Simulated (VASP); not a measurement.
# Mg (Fm-3m) in VASP: single point with PBEsol

Aim: the single point of Mg with PBEsol.

Program: VASP 6.6.1. These are calculated values, not measurements. Logs are shortened: lines on timing, memory, paths and dates and some standing lists are left out, and cuts for length are marked.

### 1 The cell of the first run

Symmetry: Fm-3m, No. 225, cubic system. The conventional cell has a = 5.077 Å, b = 5.077 Å, c = 5.077 Å, α = 90.00°, β = 90.00°, γ = 90.00°. Mg (site symmetry m-3m) has 12 Mg at 3.59 Å within 4.7 Å.

This isn't the form of Mg at room conditions, which is hcp.

### 2 Single point, PBEsol (Ca replaced by Mg, lengths x 0.881, strained)

INCAR reads:

```
PREC = Accurate ; ENCUT = 520
EDIFF = 1E-6 ; ISMEAR = 0
SIGMA = 0.1 ; LREAL = F
LASPH = T ; NELM = 60
ALGO = Fast ; ISIF = 2
LWAVE = F ; LCHARG = T
GGA = PS ; LELF = T
LVHAR = T ; NBANDS = 7
```

KPOINTS reads:

```
regular mesh
0
Gamma
  6 6 6
```

POSCAR reads:

```
Mg
1.0
    0.0000000000      2.5385378443      2.5385378443
    2.5385378443      0.0000000000      2.5385378443
    2.5385378443      2.5385378443      0.0000000000
Mg
1
Direct
    0.0000000000      0.0000000000      0.0000000000
```

Potentials or basis: VASP PAW PBE potentials, release 64 (Mg).

The run is started by

```sh
$ cat potpaw_PBE.64/Mg/POTCAR > POTCAR
$ mpirun -np 1 vasp_std > vasp.out
```

OUTCAR:

```text
PREC = Accurate
   ENCUT = 520
   EDIFF = 1E-6
   ISMEAR = 0
   LREAL = F
   LASPH = T
   NELM = 60
   ISIF = 2
   GGA = PS

 ion  position               nearest neighbor table
   1  0.000  0.000  0.000-

  LATTYP: Found a face centered cubic cell.
 ALAT       =     5.0770756886

  Lattice vectors:

 A1 = (   0.0000000000,   2.5385378443,   2.5385378443)
 A2 = (   2.5385378443,   0.0000000000,   2.5385378443)
 A3 = (   2.5385378443,   2.5385378443,   0.0000000000)

Analysis of symmetry for initial positions (statically):
=====================================================================
 Subroutine PRICEL returns:
 Original cell was already a primitive cell.

 Routine SETGRP: Setting up the symmetry group for a
 face centered cubic supercell.

 Subroutine GETGRP returns: Found 48 space group operations
 (whereof 48 operations were pure point group operations)
 out of a pool of 48 trial point group operations.

The static configuration has the point symmetry O_h .

Analysis of symmetry for dynamics (positions and initial velocities):
=====================================================================
 Subroutine PRICEL returns:
 Original cell was already a primitive cell.

 Routine SETGRP: Setting up the symmetry group for a
 face centered cubic supercell.

 Subroutine GETGRP returns: Found 48 space group operations
 (whereof 48 operations were pure point group operations)
 out of a pool of 48 trial point group operations.

The dynamic configuration has the point symmetry O_h .

 Subroutine INISYM returns: Found 48 space group operations
 (whereof 48 operations are pure point group operations),
 and found     1 'primitive' translations

----------------------------------------------------------------------------------------

                                     Primitive cell

  volume of cell :      32.7176

  direct lattice vectors                    reciprocal lattice vectors
     0.000000000  2.538537844  2.538537844    -0.196963776  0.196963776  0.196963776
     2.538537844  0.000000000  2.538537844     0.196963776 -0.196963776  0.196963776
     2.538537844  2.538537844  0.000000000     0.196963776  0.196963776 -0.196963776

  length of vectors
     3.590034648  3.590034648  3.590034648     0.341151268  0.341151268  0.341151268

  position of ions in fractional coordinates (direct lattice)
     0.000000000  0.000000000  0.000000000

  ion indices of the primitive-cell ions
   primitive index   ion index
                 1           1

----------------------------------------------------------------------------------------

 KPOINTS: regular mesh

Automatic generation of k-mesh.
 Grid dimensions read from file:
 generate k-points for:    6    6    6

 Generating k-lattice:

  Cartesian coordinates                     Fractional coordinates (reciprocal lattice)
    -0.032827296  0.032827296  0.032827296     0.166666667  0.000000000  0.000000000
     0.032827296 -0.032827296  0.032827296     0.000000000  0.166666667  0.000000000
     0.032827296  0.032827296 -0.032827296     0.000000000  0.000000000  0.166666667

  Length of vectors
     0.056858545  0.056858545  0.056858545

  Shift w.r.t. Gamma in fractional coordinates (k-lattice)
     0.000000000  0.000000000  0.000000000

 Subroutine IBZKPT returns following result:
 ===========================================

 Found     16 irreducible k-points:

 Following reciprocal coordinates:
            Coordinates               Weight
  0.000000  0.000000  0.000000      1.000000
  0.166667  0.000000  0.000000      8.000000
  0.333333  0.000000  0.000000      8.000000
  0.500000  0.000000  0.000000      4.000000
  0.166667  0.166667  0.000000      6.000000
  0.333333  0.166667  0.000000     24.000000
  0.500000  0.166667  0.000000     24.000000
 -0.333333  0.166667  0.000000     24.000000
 -0.166667  0.166667  0.000000     12.000000
  0.333333  0.333333  0.000000      6.000000
  0.500000  0.333333  0.000000     24.000000
 -0.333333  0.333333  0.000000     12.000000
  0.500000  0.500000  0.000000      3.000000
  0.500000  0.333333  0.166667     24.000000
 -0.333333  0.333333  0.166667     24.000000
 -0.333333  0.500000  0.166667     12.000000
   k-points           NKPTS =     16   k-points in BZ     NKDIM =     16   number of bands    NBANDS=      7
   number of dos      NEDOS =    301   number of ions     NIONS =      1
   total plane-waves  NPLWV =  21952
   dimension x,y,z NGX =    28 NGY =   28 NGZ =   28
   dimension x,y,z NGXF=    56 NGYF=   56 NGZF=   56
   ions per type =               1
   NGX,Y,Z   is equivalent  to a cutoff of  12.97, 12.97, 12.97 a.u.
   NGXF,Y,Z  is equivalent  to a cutoff of  25.93, 25.93, 25.93 a.u.
 SYSTEM =  unknown system
   PREC   = accura    normal or accurate (medium, high low for compatibility)
   ISTART =      0    job   : 0-new  1-cont  2-samecut
   ICHARG =      2    charge: 1-file 2-atom 10-const
   ISPIN  =      1    spin polarized calculation?
   LNONCOLLINEAR =      F non collinear calculations
   LSORBIT =      F    spin-orbit coupling
   LASPH  =      T    aspherical Exc in radial PAW
   ENCUT  =  520.0 eV  38.22 Ry    6.18 a.u.   6.68  6.68  6.68*2*pi/ulx,y,z
   NELM   =     60;   NELMIN=  2; NELMDL= -5     # of ELM steps
   EDIFF  = 0.1E-05   stopping-criterion for ELM
   LREAL  =      F    real-space projection
   EDIFFG = 0.1E-04   stopping-criterion for IOM
   NSW    =      0    number of steps for IOM
   IBRION =     -1    ionic relax: 0-MD 1-quasi-New 2-CG
   NFREE  =      0    steps in history (QN), initial steepest desc. (CG)
   ISIF   =      2    stress and relaxation
   ISYM   =      2    0-nonsym 1-usesym 2-fastsym
   POTIM  = 0.5000    time-step for ionic-motion
   TEBEG  =    0.0;   TEEND  =   0.0 temperature during run
   PSTRESS=    0.0 pullay stress
   NELECT =       2.0000    total number of electrons
   NUPDOWN=      -1.0000    fix difference up-down
   EMIN   =  10.00;   EMAX   =-10.00  energy-range for DOS
   EFERMI =   0.00;   METHOD = LEGACY
   ISMEAR =     0;   SIGMA  =   0.10  broadening in eV -4-tet -1-fermi 0-gaus
   EFERMI_NEDOS =   21; number of points for ismear=-14 and -15
   IALGO  =     68    algorithm
   IMIX   =      4    mixing-type and parameters
     AMIX     =   0.40;   BMIX     =  1.00
     AMIX_MAG =   1.60;   BMIX_MAG =  1.00
  volume/ion in A,a.u.               =      32.72       220.79
  Fermi-wavevector in a.u.,A,eV,Ry     =   0.644898  1.218681  5.658578  0.415894
  Thomas-Fermi vector in A             =   1.712377
   LORBIT       =      0    0 simple, 1 ext, 2 COOP (PROOUT), +10 PAW based schemes
   GGA     = PS    functional components
   LHFCALC =     F    Hartree Fock is set to
   AEXX    =    0.0000 exact exchange contribution
   IVDW    =     0    specifies the selected vdW correction
   LEPSILON=     F    determine dielectric tensor
   LRPA    =     F    only Hartree local field effects (RPA)
 non-spin polarized calculation
 RMM-DIIS sequential band-by-band and
 Gauss-broadening in eV      SIGMA  =   0.10
  energy-cutoff  :      520.00
  volume of cell :       32.72
 maximum number of plane-waves:       899
   NGX = 13   NGY = 13   NGZ = 13

 number of electron       2.0000000 magnetization

 Free energy of the ion-electron system (eV)
  ---------------------------------------------------
  ext. energy  EPLUGINS =         0.00000000
  ---------------------------------------------------
  free energy    TOTEN  =        -1.36330276 eV

  energy without entropy =       -1.35238589  energy(sigma->0) =       -1.35784433

 E-fermi :   1.0502     XC(G=0):  -7.4902

 val. band max:        0.9710166753   @ k =  -0.3333   0.3333   0.1667
 cond. band min:       1.0612969941   @ k =  -0.3333   0.3333   0.1667
 fundamental gap:      0.0902803188
 Fermi energy:         1.0502135128

 k-point     1 :       0.0000    0.0000    0.0000
  band No.  band energies     occupation
      1      -4.5402      2.00000
      2      11.3385      0.00000
      3      11.3385      0.00000
      4      11.3385      0.00000
      5      11.6656      0.00000
      6      11.6656      0.00000
      7      11.6656      0.00000

 k-point     2 :       0.1667    0.0000    0.0000
  band No.  band energies     occupation
      1      -4.0546      2.00000
      2       7.0952      0.00000
      3      10.2110      0.00000
      4      10.2110      0.00000
      5      11.9975      0.00000
      6      13.2389      0.00000
      7      13.2389      0.00000

 k-point     3 :       0.3333    0.0000    0.0000
  band No.  band energies     occupation
      1      -2.6084      2.00000
      2       3.0339      0.00000
      3       9.7749      0.00000
      4       9.7749      0.00000
      5      11.5788      0.00000
      6      11.5788      0.00000
      7      11.7586      0.00000

 k-point     4 :       0.5000    0.0000    0.0000
  band No.  band energies     occupation
      1      -0.3103      2.00000
      2      -0.1481      2.00000
      3      10.0007      0.00000
      4      10.0007      0.00000
      5      10.5033      0.00000
      6      10.5033      0.00000
      7      12.2375      0.00000

 k-point     5 :       0.1667    0.1667    0.0000
  band No.  band energies     occupation
      1      -3.8930      2.00000
      2       8.6381      0.00000
      3       8.6381      0.00000
      4       8.9706      0.00000
      5      10.2122      0.00000
      6      10.9936      0.00000
      7      15.3098      0.00000

 k-point     6 :       0.3333    0.1667    0.0000
  band No.  band energies     occupation
      1      -2.7679      2.00000
      2       4.6974      0.00000
      3       7.9205      0.00000
      4       8.3624      0.00000
      5       8.9189      0.00000
      6      12.0711      0.00000
      7      14.7946      0.00000

 k-point     7 :       0.5000    0.1667    0.0000
  band No.  band energies     occupation
      1      -0.7045      2.00000
      2       1.1798      0.06683
      3       6.7314      0.00000
      4       8.0651      0.00000
      5       9.1050      0.00000
      6      13.3026      0.00000
      7      14.5028      0.00000

 k-point     8 :      -0.3333    0.1667    0.0000
  band No.  band energies     occupation
      1      -1.4938      2.00000
      2       2.2575      0.00000
      3       5.9849      0.00000
      4       9.0651      0.00000
      5      10.1909      0.00000
      6      12.6045      0.00000
      7      13.9816      0.00000

 k-point     9 :      -0.1667    0.1667    0.0000
  band No.  band energies     occupation
      1      -3.2491      2.00000
      2       5.7812      0.00000
      3       6.4042      0.00000
      4      10.8567      0.00000
      5      12.1074      0.00000
      6      12.5949      0.00000
      7      13.0041      0.00000

 k-point    10 :       0.3333    0.3333    0.0000
  band No.  band energies     occupation
      1      -1.9696      2.00000
      2       5.5349      0.00000
      3       6.9121      0.00000
      4       6.9121      0.00000
      5       7.0896      0.00000
      6       8.6746      0.00000
      7      18.2542      0.00000

 k-point    11 :       0.5000    0.3333    0.0000
  band No.  band energies     occupation
      1      -0.2343      2.00000
      2       3.4747      0.00000
      3       3.5555      0.00000
      4       6.7687      0.00000
      5       7.6896      0.00000
      6      10.9760      0.00000
      7      17.1061      0.00000

 k-point    12 :      -0.3333    0.3333    0.0000
  band No.  band energies     occupation
      1       0.5521      2.00000
      2       2.1457      0.00000
      3       2.7475      0.00000
      4       7.4888      0.00000
      5       8.5132      0.00000
      6      14.9428      0.00000
      7      16.0824      0.00000

 k-point    13 :       0.5000    0.5000    0.0000
  band No.  band energies     occupation
      1       0.9350      1.89677
      2       1.4694      0.00000
      3       6.3367      0.00000
      4       6.3367      0.00000
      5       6.4544      0.00000
      6       8.0668      0.00000
      7      20.0187      0.00000

 k-point    14 :       0.5000    0.3333    0.1667
  band No.  band energies     occupation
      1      -1.3349      2.00000
      2       3.9645      0.00000
      3       4.6037      0.00000
      4       6.1358      0.00000
      5      11.2349      0.00000
      6      11.9111      0.00000
      7      13.4861      0.00000

 k-point    15 :      -0.3333    0.3333    0.1667
  band No.  band energies     occupation
      1       0.9710      1.73729
      2       1.0613      0.87545
      3       4.7662      0.00000
      4       4.7883      0.00000
      5      11.8045      0.00000
      6      12.2564      0.00000
      7      15.1574      0.00000

 k-point    16 :      -0.3333    0.5000    0.1667
  band No.  band energies     occupation
      1       1.5402      0.00000
      2       2.1103      0.00000
      3       3.3585      0.00000
      4       3.9885      0.00000
      5      10.6411      0.00000
      6      11.4309      0.00000
      7      16.0054      0.00000

------------------------ aborting loop because EDIFF is reached ----------------------------------------

  FORCE on cell =-STRESS in cart. coord.  units (eV):
  Direction    XX          YY          ZZ          XY          YZ          ZX
  --------------------------------------------------------------------------------------
  -------------------------------------------------------------------------------------
  Total       -1.1771018     -1.1771018     -1.1771018     -0.0000000      0.0000000      0.0000000
  in kB      -57.6426160    -57.6426160    -57.6426160     -0.0000000      0.0000000      0.0000000
  external PRESSURE =     -57.6426160 kB  Pullay stress =       0.0000000 kB

 VOLUME and BASIS-vectors are now :
 -----------------------------------------------------------------------------
  energy-cutoff  :      520.00
  volume of cell :       32.72
      direct lattice vectors                 reciprocal lattice vectors
     0.000000000  2.538537844  2.538537844    -0.196963776  0.196963776  0.196963776
     2.538537844  0.000000000  2.538537844     0.196963776 -0.196963776  0.196963776
     2.538537844  2.538537844  0.000000000     0.196963776  0.196963776 -0.196963776

 POSITION                                       TOTAL-FORCE (eV/Angst)
 -----------------------------------------------------------------------------------
      0.00000      0.00000      0.00000         0.000000      0.000000     -0.000000
 -----------------------------------------------------------------------------------
    total drift:                                0.000000     -0.000000     -0.000000

  FREE ENERGIE OF THE ION-ELECTRON SYSTEM (eV)
  ---------------------------------------------------
  free  energy   TOTEN  =        -1.3633027568 eV

  energy  without entropy=       -1.3523858942  energy(sigma->0) =       -1.35784433
```

It took 6.9 s on 1 thread of Intel Xeon Platinum 8259CL at 2.50GHz (Skylake/Cascade Lake), shared host; peak memory 0.14 GiB.

Results:

| Quantity | Value |
| --- | --- |
| Free energy | -1.3633 eV |
| Pressure | -5.8 GPa |
| Band gap on the k mesh | zero (bands 1 and 2 overlap by 1.69 eV) |

Levels at points of the mesh, in eV from the Fermi level:
| k point | band 1 | band 2 | band 3 | band 4 |
| --- | --- | --- | --- | --- |
| (0.00, 0.00, 0.00) | -5.59 | 10.29 | 10.29 | 10.29 |
| (0.50, 0.00, 0.00) | -1.36 | -1.20 | 8.95 | 8.95 |
| (0.50, 0.50, 0.00) | -0.12 | 0.42 | 5.29 | 5.29 |

Caveat: the cell differs from its parent crystal (Ca replaced by Mg, lengths x 0.881, strained); the cell stands under tension; the PAW data sets were made with another functional, which shifts forces and pressure a little.

The gap in the log of VASP goes by the Fermi energy; the results here count the filled bands.